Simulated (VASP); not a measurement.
# AlN (F-43m) in VASP: settings compared

AlN is run at these levels: PBE0, PBE; tasks: single point.

All numbers are computed with VASP 6.6.1; they aren't measurements. Logs are shortened: lines on timing, memory, paths and dates and some standing lists are left out, and cuts for length are marked.

**1. The cell of the first run**

It takes space group F-43m (No. 216, cubic). Conventional cell: a = 4.403 Å, b = 4.403 Å, c = 4.403 Å, α = 90.00°, β = 90.00°, γ = 90.00°. Al (site symmetry -43m) has 4 N at 1.91 Å within 2.5 Å. N (site symmetry -43m) has 4 Al at 1.91 Å within 2.5 Å.

**2. Single point, PBE0**

POSCAR reads:

```
AlN
1.0
    0.0000000000      2.2015871003      2.2015871003
    2.2015871003      0.0000000000      2.2015871003
    2.2015871003      2.2015871003      0.0000000000
Al N
1 1
Direct
    0.0000000000      0.0000000000      0.0000000000
    0.7500000000      0.7500000000      0.7500000000
```

INCAR.step1 reads:

```
PREC     = Accurate       # precision mode
ENCUT    = 520            # plane-wave cutoff, eV
EDIFF    = 1E-5           # SCF threshold, eV
ISMEAR   = 0              # smearing method
SIGMA    = 0.02           # smearing width, eV
LREAL    = F              # projectors in reciprocal space
LASPH    = T              # aspherical terms in the spheres
NELM     = 60             # most SCF steps
ALGO     = Normal         # electronic algorithm
ISIF     = 2              # what is computed and relaxed
LWAVE    = T              # write WAVECAR
LCHARG   = F              # write CHGCAR
NBANDS   = 11             # bands
GGA      = PE             # functional
```

INCAR.step2 reads:

```
PREC     = Accurate       # precision mode
ENCUT    = 520            # plane-wave cutoff, eV
EDIFF    = 1E-6           # SCF threshold, eV
ISMEAR   = 0              # smearing method
SIGMA    = 0.02           # smearing width, eV
LREAL    = F              # projectors in reciprocal space
LASPH    = T              # aspherical terms in the spheres
NELM     = 60             # most SCF steps
ALGO     = Normal         # electronic algorithm
ISIF     = 2              # what is computed and relaxed
LWAVE    = F              # write WAVECAR
LCHARG   = F              # write CHGCAR
GGA      = PE             # functional
LHFCALC  = T              # exact exchange
AEXX     = 0.25           # exact-exchange fraction
PRECFOCK = Normal       
NBANDS   = 11             # bands
ISTART   = 1
```

KPOINTS reads:

```
Automatic mesh
0
Gamma
  8 8 8
```

Potentials or basis: VASP PAW PBE potentials, release 64 (Al, N).

The run is started by

```sh
$ cat potpaw_PBE.64/Al/POTCAR potpaw_PBE.64/N/POTCAR > POTCAR
$ cp INCAR.step1 INCAR
$ mpirun -np 1 vasp_std > vasp.out
$ cp INCAR.step2 INCAR
$ mpirun -np 1 vasp_std > vasp.out
```

OUTCAR:

```text
PREC = Accurate
   ENCUT = 520
   EDIFF = 1E-6
   ISMEAR = 0
   LREAL = F
   LASPH = T
   NELM = 60
   ISIF = 2
   GGA = PE
   LHFCALC = T
   AEXX = 0.25
   PRECFOCK = Normal
   ISTART = 1

 ion  position               nearest neighbor table
   1  0.000  0.000  0.000-   2 1.91   2 1.91   2 1.91   2 1.91
   2  0.750  0.750  0.750-   1 1.91   1 1.91   1 1.91   1 1.91

  LATTYP: Found a face centered cubic cell.
 ALAT       =     4.4031742006

  Lattice vectors:

 A1 = (   0.0000000000,   2.2015871003,   2.2015871003)
 A2 = (   2.2015871003,   0.0000000000,   2.2015871003)
 A3 = (   2.2015871003,   2.2015871003,   0.0000000000)

Analysis of symmetry for initial positions (statically):
=====================================================================
 Subroutine PRICEL returns:
 Original cell was already a primitive cell.

 Routine SETGRP: Setting up the symmetry group for a
 face centered cubic supercell.

 Subroutine GETGRP returns: Found 24 space group operations
 (whereof 24 operations were pure point group operations)
 out of a pool of 48 trial point group operations.

The static configuration has the point symmetry T_d .

Analysis of symmetry for dynamics (positions and initial velocities):
=====================================================================
 Subroutine PRICEL returns:
 Original cell was already a primitive cell.

 Routine SETGRP: Setting up the symmetry group for a
 face centered cubic supercell.

 Subroutine GETGRP returns: Found 24 space group operations
 (whereof 24 operations were pure point group operations)
 out of a pool of 48 trial point group operations.

The dynamic configuration has the point symmetry T_d .

 Subroutine INISYM returns: Found 24 space group operations
 (whereof 24 operations are pure point group operations),
 and found     1 'primitive' translations

----------------------------------------------------------------------------------------

                                     Primitive cell

  volume of cell :      21.3421

  direct lattice vectors                    reciprocal lattice vectors
     0.000000000  2.201587100  2.201587100    -0.227108889  0.227108889  0.227108889
     2.201587100  0.000000000  2.201587100     0.227108889 -0.227108889  0.227108889
     2.201587100  2.201587100  0.000000000     0.227108889  0.227108889 -0.227108889

  length of vectors
     3.113514336  3.113514336  3.113514336     0.393364134  0.393364134  0.393364134

  position of ions in fractional coordinates (direct lattice)
     0.000000000  0.000000000  0.000000000
     0.750000000  0.750000000  0.750000000

  ion indices of the primitive-cell ions
   primitive index   ion index
                 1           1
                 2           2

----------------------------------------------------------------------------------------

 KPOINTS: Automatic mesh

Automatic generation of k-mesh.
 Grid dimensions read from file:
 generate k-points for:    8    8    8

 Generating k-lattice:

  Cartesian coordinates                     Fractional coordinates (reciprocal lattice)
    -0.028388611  0.028388611  0.028388611     0.125000000  0.000000000  0.000000000
     0.028388611 -0.028388611  0.028388611     0.000000000  0.125000000  0.000000000
     0.028388611  0.028388611 -0.028388611     0.000000000  0.000000000  0.125000000

  Length of vectors
     0.049170517  0.049170517  0.049170517

  Shift w.r.t. Gamma in fractional coordinates (k-lattice)
     0.000000000  0.000000000  0.000000000

 Subroutine IBZKPT returns following result:
 ===========================================

 Found     29 irreducible k-points:

 Following reciprocal coordinates:
            Coordinates               Weight
  0.000000  0.000000  0.000000      1.000000
  0.125000  0.000000  0.000000      8.000000
  0.250000  0.000000  0.000000      8.000000
  0.375000  0.000000  0.000000      8.000000
  0.500000  0.000000  0.000000      4.000000
  0.125000  0.125000  0.000000      6.000000
[... 16 lines left out ...]
  0.500000  0.250000  0.125000     48.000000
 -0.375000  0.250000  0.125000     24.000000
 [... further k-points ...]
   k-points           NKPTS =     29   k-points in BZ     NKDIM =    512   number of bands    NBANDS=     11
   number of dos      NEDOS =    301   number of ions     NIONS =      2
   total plane-waves  NPLWV =  13824
   dimension x,y,z NGX =    24 NGY =   24 NGZ =   24
   dimension x,y,z NGXF=    48 NGYF=   48 NGZF=   48
   ions per type =               1   1
   NGX,Y,Z   is equivalent  to a cutoff of  12.81, 12.81, 12.81 a.u.
   NGXF,Y,Z  is equivalent  to a cutoff of  25.63, 25.63, 25.63 a.u.
 SYSTEM =  unknown system
   PREC   = accura    normal or accurate (medium, high low for compatibility)
   ISTART =      1    job   : 0-new  1-cont  2-samecut
   ICHARG =      0    charge: 1-file 2-atom 10-const
   ISPIN  =      1    spin polarized calculation?
   LNONCOLLINEAR =      F non collinear calculations
   LSORBIT =      F    spin-orbit coupling
   LASPH  =      T    aspherical Exc in radial PAW
   ENCUT  =  520.0 eV  38.22 Ry    6.18 a.u.   5.79  5.79  5.79*2*pi/ulx,y,z
   NELM   =     60;   NELMIN=  2; NELMDL=  0     # of ELM steps
   EDIFF  = 0.1E-05   stopping-criterion for ELM
   LREAL  =      F    real-space projection
   EDIFFG = 0.1E-04   stopping-criterion for IOM
   NSW    =      0    number of steps for IOM
   IBRION =     -1    ionic relax: 0-MD 1-quasi-New 2-CG
   NFREE  =      0    steps in history (QN), initial steepest desc. (CG)
   ISIF   =      2    stress and relaxation
   ISYM   =      3    0-nonsym 1-usesym 2-fastsym
   POTIM  = 0.5000    time-step for ionic-motion
   TEBEG  =    0.0;   TEEND  =   0.0 temperature during run
   PSTRESS=    0.0 pullay stress
   NELECT =       8.0000    total number of electrons
   NUPDOWN=      -1.0000    fix difference up-down
   EMIN   =  10.00;   EMAX   =-10.00  energy-range for DOS
   EFERMI =   0.00;   METHOD = LEGACY
   ISMEAR =     0;   SIGMA  =   0.02  broadening in eV -4-tet -1-fermi 0-gaus
   EFERMI_NEDOS =   21; number of points for ismear=-14 and -15
   IALGO  =     38    algorithm
   IMIX   =      1    mixing-type and parameters
     AMIX     =   0.40;   BMIX     =  1.00
     AMIX_MAG =   1.60;   BMIX_MAG =  1.00
  volume/ion in A,a.u.               =      10.67        72.01
  Fermi-wavevector in a.u.,A,eV,Ry     =   1.180390  2.230614 18.957286  1.393321
  Thomas-Fermi vector in A             =   2.316684
   LORBIT       =      0    0 simple, 1 ext, 2 COOP (PROOUT), +10 PAW based schemes
   GGA     = PE    functional components
   LHFCALC =     T    Hartree Fock is set to
   PRECFOCK=normal    Normal, Fast or Accurate (Low or Medium for compatibility)
   ENCUT4O =  -1.0   cutoff for four orbital integrals eV
   NKREDX  =     1    reduce k-point grid by
   NKREDY  =     1    reduce k-point grid by
   NKREDZ  =     1    reduce k-point grid by
   AEXX    =    0.2500 exact exchange contribution
   HFSCREEN=    0.0000 screening length (either q_TF or 0.3 A-1)
   HFSCREENC=   0.0000 screening length for correlation (either q_TF or 0.3 A-1)
   ENCUTFOCK=  -1.0 apply spherical cutoff to Coloumb kernel
   IVDW    =     0    specifies the selected vdW correction
   LEPSILON=     F    determine dielectric tensor
   LRPA    =     F    only Hartree local field effects (RPA)
 non-spin polarized calculation
 Gauss-broadening in eV      SIGMA  =   0.02
  energy-cutoff  :      520.00
  volume of cell :       21.34
 maximum number of plane-waves:       588
  NGX = 18; NGY = 18; NGZ = 18

 number of electron       8.0000001 magnetization

 Free energy of the ion-electron system (eV)
  ---------------------------------------------------
  ext. energy  EPLUGINS =         0.00000000
  ---------------------------------------------------
  free energy    TOTEN  =       -18.30787058 eV

  energy without entropy =      -18.30787058  energy(sigma->0) =      -18.30787058

 E-fermi :   4.6424     XC(G=0):  -8.5305

 val. band max:        4.4440057362   @ k =   0.0000   0.0000   0.0000
 cond. band min:       9.7112542592   @ k =   0.5000   0.5000   0.0000
 fundamental gap:      5.2672485230
 Fermi energy:         4.6424226586

 k-point     1 :       0.0000    0.0000    0.0000
  band No.  band energies     occupation
      1     -11.9269      2.00000
      2       4.4440      2.00000
      3       4.4440      2.00000
      4       4.4440      2.00000
      5      10.4912      0.00000
      6      19.2154      0.00000
      7      19.2154      0.00000
      8      19.2154      0.00000
      9      24.6207      0.00000
     10      24.6207      0.00000
     11      25.9553      0.00000

 k-point     2 :       0.1250    0.0000    0.0000
  band No.  band energies     occupation
      1     -11.6900      2.00000
      2       3.1979      2.00000
      3       4.3552      2.00000
      4       4.3552      2.00000
      5      11.4859      0.00000
      6      18.6446      0.00000
      7      19.4090      0.00000
      8      19.4090      0.00000
      9      22.9938      0.00000
     10      22.9938      0.00000
     11      24.8019      0.00000

 k-point     3 :       0.2500    0.0000    0.0000
  band No.  band energies     occupation
      1     -11.0417      2.00000
      2       0.9425      2.00000
      3       4.1562      2.00000
      4       4.1562      2.00000
      5      12.9151      0.00000
      6      17.6695      0.00000
      7      19.0234      0.00000
      8      19.0234      0.00000
      9      23.1112      0.00000
     10      23.1112      0.00000
     11      23.9579      0.00000
[... 267 lines left out ...]
 k-point    23 :       0.5000    0.2500    0.1250
  band No.  band energies     occupation
      1      -9.8238      2.00000
      2      -0.5237      2.00000
      3       2.2057      2.00000
      4       3.4305      2.00000
      5      13.6332      0.00000
      6      16.2392      0.00000
      7      18.2719      0.00000
      8      19.6856      0.00000
      9      22.9066      0.00000
     10      26.6122      0.00000
     11      28.6338      0.00000

 k-point    24 :      -0.3750    0.2500    0.1250
  band No.  band energies     occupation
      1      -9.4807      2.00000
      2      -1.0738      2.00000
      3       2.0399      2.00000
      4       3.2319      2.00000
      5      13.7024      0.00000
      6      15.8315      0.00000
      7      19.0037      0.00000
      8      19.4778      0.00000
      9      24.0248      0.00000
     10      25.7049      0.00000
     11      28.9087      0.00000

 [... further k-points ...]

------------------------ aborting loop because EDIFF is reached ----------------------------------------

  FORCE on cell =-STRESS in cart. coord.  units (eV):
  Direction    XX          YY          ZZ          XY          YZ          ZX
  --------------------------------------------------------------------------------------
  -------------------------------------------------------------------------------------
  Total       -0.7219695     -0.7219695     -0.7219695     -0.0000000      0.0000000      0.0000000
  in kB      -54.1990697    -54.1990697    -54.1990697     -0.0000000      0.0000000      0.0000000
  external PRESSURE =     -54.1990697 kB  Pullay stress =       0.0000000 kB

 VOLUME and BASIS-vectors are now :
 -----------------------------------------------------------------------------
  energy-cutoff  :      520.00
  volume of cell :       21.34
      direct lattice vectors                 reciprocal lattice vectors
     0.000000000  2.201587100  2.201587100    -0.227108889  0.227108889  0.227108889
     2.201587100  0.000000000  2.201587100     0.227108889 -0.227108889  0.227108889
     2.201587100  2.201587100  0.000000000     0.227108889  0.227108889 -0.227108889

 POSITION                                       TOTAL-FORCE (eV/Angst)
 -----------------------------------------------------------------------------------
      0.00000      0.00000      0.00000         0.000000      0.000000      0.000000
      3.30238      3.30238      3.30238        -0.000000     -0.000000     -0.000000
 -----------------------------------------------------------------------------------
    total drift:                               -0.000000     -0.000000     -0.000000

  FREE ENERGIE OF THE ION-ELECTRON SYSTEM (eV)
  ---------------------------------------------------
  free  energy   TOTEN  =       -18.3078705792 eV

  energy  without entropy=      -18.3078705792  energy(sigma->0) =      -18.30787058
```

Wall time 10 min (1 thread of Intel Xeon 6975P-C (Granite Rapids), shared host); peak memory 0.15 GiB.

What came out:

* Free energy: -18.3079 eV
* Pressure: -5.4 GPa
* Band gap on the k mesh: 5.27 eV (least direct gap 6.05 eV)

Caveat: the cell stands under tension; the PAW data sets were made with another functional, which shifts forces and pressure a little. A k mesh can miss the band edges.

(Continued in part 2 of 2.)
